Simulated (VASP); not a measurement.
# Cu (P6_3/mmc) in VASP: further runs

The runs below take Cu through single point, with r2SCAN.

Everything below comes from runs of VASP 6.6.1. Logs are shortened: lines on timing, memory, paths and dates and some standing lists are left out, and cuts for length are marked.

## 1. The cell of the first run

It takes space group P6_3/mmc (No. 194, hexagonal). Conventional cell: a = 2.154 Å, b = 2.154 Å, c = 4.113 Å, α = 90.00°, β = 90.00°, γ = 120.00°. Within 2.9 Å of Cu (site symmetry -6m2) lie 12 Cu at 2.15 to 2.40 Å.

## 2. Single point, r2SCAN (strain -0.1500 x Voigt [1, 1, 0, 0, 0, 0])

Contents of POSCAR:

```
Cu
1.0
    2.1539821693      0.0000000000      0.0000000000
   -1.0769910847      1.8654032779      0.0000000000
    0.0000000000      0.0000000000      4.1125710000
Cu
2
Direct
    0.3333333333      0.6666666667      0.2500000000
    0.6666666667      0.3333333333      0.7500000000
```

Contents of INCAR.step1:

```
PREC = Accurate
ENCUT = 520
ISMEAR = 0
SIGMA = 0.15
LREAL = False
LASPH = True
NELM = 80
NBANDS = 18
GGA = PE
ALGO = Normal
EDIFF = 1E-4
LWAVE = True
LCHARG = False
```

Contents of INCAR.step2:

```
PREC = Accurate
ENCUT = 520
EDIFF = 1E-7
ISMEAR = 0
SIGMA = 0.15
LREAL = False
LASPH = True
NELM = 80
ALGO = Normal
ISIF = 2
LWAVE = False
LCHARG = False
METAGGA = R2SCAN
LMIXTAU = True
NBANDS = 18
ISTART = 1
```

Contents of KPOINTS:

```
Automatic mesh
0
Gamma
  24 24 12
```

Potentials or basis: VASP PAW PBE potentials, release 64 (Cu).

The run is started by

```bash
$ cat potpaw_PBE.64/Cu/POTCAR > POTCAR
$ cp INCAR.step1 INCAR
$ mpirun -np 1 vasp_std > vasp.out
$ cp INCAR.step2 INCAR
$ mpirun -np 1 vasp_std > vasp.out
```

OUTCAR:

```text
PREC = Accurate
   ENCUT = 520
   EDIFF = 1E-7
   ISMEAR = 0
   LREAL = False
   LASPH = True
   NELM = 80
   ISIF = 2
   METAGGA = R2SCAN
   ISTART = 1

 ion  position               nearest neighbor table
   1  0.333  0.667  0.250-   2 2.40   2 2.40   2 2.40   2 2.40   2 2.40   2 2.40
   2  0.667  0.333  0.750-   1 2.40   1 2.40   1 2.40   1 2.40   1 2.40   1 2.40

  LATTYP: Found a hexagonal cell.
 ALAT       =     2.1539821693
 C/A-ratio  =     1.9092873927

  Lattice vectors:

 A1 = (   2.1539821693,   0.0000000000,   0.0000000000)
 A2 = (  -1.0769910847,   1.8654032779,   0.0000000000)
 A3 = (   0.0000000000,   0.0000000000,   4.1125710000)

Analysis of symmetry for initial positions (statically):
=====================================================================
 Subroutine PRICEL returns:
 Original cell was already a primitive cell.

 Routine SETGRP: Setting up the symmetry group for a
 hexagonal supercell.

 Subroutine GETGRP returns: Found 24 space group operations
 (whereof 12 operations were pure point group operations)
 out of a pool of 24 trial point group operations.

The static configuration has the point symmetry D_3d.
 The point group associated with its full space group is D_6h.

Analysis of symmetry for dynamics (positions and initial velocities):
=====================================================================
 Subroutine PRICEL returns:
 Original cell was already a primitive cell.

 Routine SETGRP: Setting up the symmetry group for a
 hexagonal supercell.

 Subroutine GETGRP returns: Found 24 space group operations
 (whereof 12 operations were pure point group operations)
 out of a pool of 24 trial point group operations.

The dynamic configuration has the point symmetry D_3d.
 The point group associated with its full space group is D_6h.

 Subroutine INISYM returns: Found 24 space group operations
 (whereof 12 operations are pure point group operations),
 and found     1 'primitive' translations

----------------------------------------------------------------------------------------

                                     Primitive cell

  volume of cell :      16.5245

  direct lattice vectors                    reciprocal lattice vectors
     2.153982169  0.000000000  0.000000000     0.464256396  0.268038555  0.000000000
    -1.076991085  1.865403278  0.000000000     0.000000000  0.536077111  0.000000000
     0.000000000  0.000000000  4.112571000     0.000000000  0.000000000  0.243156896

  length of vectors
     2.153982169  2.153982169  4.112571000     0.536077111  0.536077111  0.243156896

  position of ions in fractional coordinates (direct lattice)
     0.333333333  0.666666667  0.250000000
     0.666666667  0.333333333  0.750000000

  ion indices of the primitive-cell ions
   primitive index   ion index
                 1           1
                 2           2

----------------------------------------------------------------------------------------

 KPOINTS: Automatic mesh

Automatic generation of k-mesh.
 Grid dimensions read from file:
 generate k-points for:   24   24   12

 Generating k-lattice:

  Cartesian coordinates                     Fractional coordinates (reciprocal lattice)
     0.019344017  0.011168273  0.000000000     0.041666667  0.000000000  0.000000000
     0.000000000  0.022336546  0.000000000     0.000000000  0.041666667  0.000000000
     0.000000000  0.000000000  0.020263075     0.000000000  0.000000000  0.083333333

  Length of vectors
     0.022336546  0.022336546  0.020263075

  Shift w.r.t. Gamma in fractional coordinates (k-lattice)
     0.000000000  0.000000000  0.000000000

 Subroutine IBZKPT returns following result:
 ===========================================

 Found    427 irreducible k-points:

 Following reciprocal coordinates:
            Coordinates               Weight
  0.000000  0.000000  0.000000      1.000000
  0.041667  0.000000  0.000000      6.000000
  0.083333 -0.000000  0.000000      6.000000
  0.125000 -0.000000  0.000000      6.000000
  0.166667 -0.000000  0.000000      6.000000
  0.208333 -0.000000  0.000000      6.000000
[... 16 lines left out ...]
  0.416667  0.041667  0.000000     12.000000
  0.458333  0.041667  0.000000     12.000000
 [... further k-points ...]
   k-points           NKPTS =    427   k-points in BZ     NKDIM =    427   number of bands    NBANDS=     18
   number of dos      NEDOS =    301   number of ions     NIONS =      2
   total plane-waves  NPLWV =   8192
   dimension x,y,z NGX =    16 NGY =   16 NGZ =   32
   dimension x,y,z NGXF=    32 NGYF=   32 NGZF=   64
   ions per type =               2
   NGX,Y,Z   is equivalent  to a cutoff of  12.35, 12.35, 12.94 a.u.
   NGXF,Y,Z  is equivalent  to a cutoff of  24.70, 24.70, 25.87 a.u.
 SYSTEM =  unknown system
   PREC   = accura    normal or accurate (medium, high low for compatibility)
   ISTART =      1    job   : 0-new  1-cont  2-samecut
   ICHARG =      0    charge: 1-file 2-atom 10-const
   ISPIN  =      1    spin polarized calculation?
   LNONCOLLINEAR =      F non collinear calculations
   LSORBIT =      F    spin-orbit coupling
   LASPH  =      T    aspherical Exc in radial PAW
   ENCUT  =  520.0 eV  38.22 Ry    6.18 a.u.   4.00  4.00  7.65*2*pi/ulx,y,z
   NELM   =     80;   NELMIN=  2; NELMDL=  0     # of ELM steps
   EDIFF  = 0.1E-06   stopping-criterion for ELM
   LREAL  =      F    real-space projection
   EDIFFG = 0.1E-05   stopping-criterion for IOM
   NSW    =      0    number of steps for IOM
   IBRION =     -1    ionic relax: 0-MD 1-quasi-New 2-CG
   NFREE  =      0    steps in history (QN), initial steepest desc. (CG)
   ISIF   =      2    stress and relaxation
   ISYM   =      2    0-nonsym 1-usesym 2-fastsym
   POTIM  = 0.5000    time-step for ionic-motion
   TEBEG  =    0.0;   TEEND  =   0.0 temperature during run
   PSTRESS=    0.0 pullay stress
   NELECT =      22.0000    total number of electrons
   NUPDOWN=      -1.0000    fix difference up-down
   EMIN   =  10.00;   EMAX   =-10.00  energy-range for DOS
   EFERMI =   0.00;   METHOD = LEGACY
   ISMEAR =     0;   SIGMA  =   0.15  broadening in eV -4-tet -1-fermi 0-gaus
   EFERMI_NEDOS =   21; number of points for ismear=-14 and -15
   IALGO  =     38    algorithm
   IMIX   =      4    mixing-type and parameters
     AMIX     =   0.40;   BMIX     =  1.00
     AMIX_MAG =   1.60;   BMIX_MAG =  1.00
  volume/ion in A,a.u.               =       8.26        55.76
  Fermi-wavevector in a.u.,A,eV,Ry     =   1.800969  3.403338 44.130366  3.243490
  Thomas-Fermi vector in A             =   2.861588
   LORBIT       =      0    0 simple, 1 ext, 2 COOP (PROOUT), +10 PAW based schemes
   METAGGA = R2SCAN    functional components
   LHFCALC =     F    Hartree Fock is set to
   AEXX    =    0.0000 exact exchange contribution
   IVDW    =     0    specifies the selected vdW correction
   LEPSILON=     F    determine dielectric tensor
   LRPA    =     F    only Hartree local field effects (RPA)
 non-spin polarized calculation
 Gauss-broadening in eV      SIGMA  =   0.15
  energy-cutoff  :      520.00
  volume of cell :       16.52
 maximum number of plane-waves:       458
   NGX =  9   NGY =  9   NGZ = 15

 number of electron      21.9999978 magnetization

 Free energy of the ion-electron system (eV)
  ---------------------------------------------------
  ext. energy  EPLUGINS =         0.00000000
  ---------------------------------------------------
  free energy    TOTEN  =       -19.34412964 eV

  energy without entropy =      -19.33832810  energy(sigma->0) =      -19.34122887

 E-fermi :  12.9489     XC(G=0): -16.3015

 val. band max:       12.9391094256   @ k =   0.2917   0.1250   0.4167
 cond. band min:      12.9857749746   @ k =   0.3750   0.0833   0.5000
 fundamental gap:      0.0466655490
 Fermi energy:        12.9489069114

 k-point     1 :       0.0000    0.0000    0.0000
  band No.  band energies     occupation
      1      -0.0707      2.00000
      2       4.5325      2.00000
      3       7.2295      2.00000
      4       8.1912      2.00000
      5       8.1912      2.00000
      6       8.3851      2.00000
[... 10 lines left out ...]
     17      43.1486      0.00000
     18      46.3399      0.00000

 k-point     2 :       0.0417    0.0000    0.0000
  band No.  band energies     occupation
      1       0.0149      2.00000
      2       4.5985      2.00000
      3       7.2540      2.00000
      4       8.1604      2.00000
      5       8.2335      2.00000
      6       8.3553      2.00000
[... 10 lines left out ...]
     17      42.5456      0.00000
     18      44.8837      0.00000

 k-point     3 :       0.0833   -0.0000    0.0000
  band No.  band energies     occupation
      1       0.2694      2.00000
      2       4.7902      2.00000
      3       7.3189      2.00000
      4       8.0560      2.00000
      5       8.0771      2.00000
      6       8.2753      2.00000
[... 10 lines left out ...]
     17      42.3482      0.00000
     18      43.1553      0.00000

 k-point     4 :       0.1250   -0.0000    0.0000
  band No.  band energies     occupation
      1       0.6853      2.00000
      2       5.0854      2.00000
      3       7.3910      2.00000
      4       7.5848      2.00000
      5       7.9622      2.00000
      6       8.1902      2.00000
[... 10 lines left out ...]
     17      41.5062      0.00000
     18      42.2929      0.00000

 k-point     5 :       0.1667   -0.0000    0.0000
  band No.  band energies     occupation
      1       1.2492      2.00000
      2       5.4375      2.00000
      3       7.1515      2.00000
      4       7.4136      2.00000
      5       7.8135      2.00000
      6       8.2187      2.00000
[... 10 lines left out ...]
     17      39.9573      0.00000
     18      40.5980      0.00000

 k-point     6 :       0.2083   -0.0000    0.0000
  band No.  band energies     occupation
      1       1.9381      2.00000
      2       5.7562      2.00000
      3       6.7734      2.00000
      4       7.4186      2.00000
      5       7.6343      2.00000
      6       8.4318      2.00000
[... 10 lines left out ...]
     17      38.4153      0.00000
     18      38.5210      0.00000

 k-point     7 :       0.2500   -0.0000    0.0000
  band No.  band energies     occupation
      1       2.7136      2.00000
      2       5.9144      2.00000
      3       6.4560      2.00000
      4       7.4646      2.00000
      5       7.5497      2.00000
      6       8.6959      2.00000
[... 10 lines left out ...]
     17      37.2108      0.00000
     18      39.0300      0.00000

 k-point     8 :       0.2917   -0.0000    0.0000
  band No.  band energies     occupation
      1       3.5101      2.00000
      2       5.8765      2.00000
      3       6.1992      2.00000
      4       7.3683      2.00000
      5       7.8316      2.00000
      6       8.4301      2.00000
[... 10 lines left out ...]
     17      36.0434      0.00000
     18      39.6960      0.00000
[... 229 lines left out ...]
     17      37.0611      0.00000
     18      39.3602      0.00000

 k-point    20 :       0.2917    0.0417    0.0000
  band No.  band energies     occupation
      1       3.9420      2.00000
      2       5.8574      2.00000
      3       6.0966      2.00000
      4       7.3568      2.00000
      5       7.9507      2.00000
      6       8.2889      2.00000
[... 10 lines left out ...]
     17      35.3511      0.00000
     18      39.6053      0.00000

 k-point    21 :       0.3333    0.0417    0.0000
  band No.  band energies     occupation
      1       4.5652      2.00000
      2       5.6947      2.00000
      3       5.9317      2.00000
      4       7.4815      2.00000
      5       8.0661      2.00000
      6       8.2684      2.00000
[... 10 lines left out ...]
     17      34.0720      0.00000
     18      39.4084      0.00000

 k-point    22 :       0.3750    0.0417    0.0000
  band No.  band energies     occupation
      1       4.9506      2.00000
      2       5.5366      2.00000
      3       5.8162      2.00000
      4       7.7794      2.00000
      5       7.8831      2.00000
      6       8.5177      2.00000
[... 10 lines left out ...]
     17      33.2535      0.00000
     18      39.0930      0.00000

 k-point    23 :       0.4167    0.0417    0.0000
  band No.  band energies     occupation
      1       5.1342      2.00000
      2       5.4106      2.00000
      3       5.7440      2.00000
      4       7.7526      2.00000
      5       8.1297      2.00000
      6       8.6635      2.00000
[... 10 lines left out ...]
     17      32.7395      0.00000
     18      38.8340      0.00000

 k-point    24 :       0.4583    0.0417    0.0000
  band No.  band energies     occupation
      1       5.2128      2.00000
      2       5.3294      2.00000
      3       5.7097      2.00000
      4       7.6846      2.00000
      5       8.3750      2.00000
      6       8.7025      2.00000
[... 10 lines left out ...]
     17      32.4849      0.00000
     18      38.6942      0.00000

 [... further k-points ...]
[... 5 lines left out ...]
  --------------------------------------------------------------------------------------
  -------------------------------------------------------------------------------------
  Total       17.2733476     17.2733476      6.4240352     -0.0000000     -0.0000000      0.0000000
  in kB     1674.7841702   1674.7841702    622.8597248     -0.0000000     -0.0000000      0.0000000
  external PRESSURE =    1324.1426884 kB  Pullay stress =       0.0000000 kB

 VOLUME and BASIS-vectors are now :
 -----------------------------------------------------------------------------
  energy-cutoff  :      520.00
  volume of cell :       16.52
      direct lattice vectors                 reciprocal lattice vectors
     2.153982169  0.000000000  0.000000000     0.464256396  0.268038555  0.000000000
    -1.076991085  1.865403278  0.000000000     0.000000000  0.536077111  0.000000000
     0.000000000  0.000000000  4.112571000     0.000000000  0.000000000  0.243156896

 POSITION                                       TOTAL-FORCE (eV/Angst)
 -----------------------------------------------------------------------------------
     -0.00000      1.24360      1.02814        -0.000000      0.000000      0.000000
      1.07699      0.62180      3.08443         0.000000     -0.000000      0.000000
 -----------------------------------------------------------------------------------
    total drift:                                0.000000     -0.000000     -0.000000

  FREE ENERGIE OF THE ION-ELECTRON SYSTEM (eV)
  ---------------------------------------------------
  free  energy   TOTEN  =       -19.3441296446 eV

  energy  without entropy=      -19.3383280952  energy(sigma->0) =      -19.34122887
```

Wall time 2.2 min (1 thread of Intel Xeon 6975P-C (Granite Rapids), shared host); peak memory 0.21 GiB.

Results:

```
Free energy            : -19.3441 eV
Pressure               : 132.4 GPa
Band gap on the k mesh : zero (band 11 reaches 19.31 eV, above the bottom of band 12 at 10.17 eV)
```

Caveat: the cell differs from its parent crystal (strain -0.1500 x Voigt [1, 1, 0, 0, 0, 0]); the PAW data sets were made with another functional, which shifts forces and pressure a little.

[end of part 1 of 3]
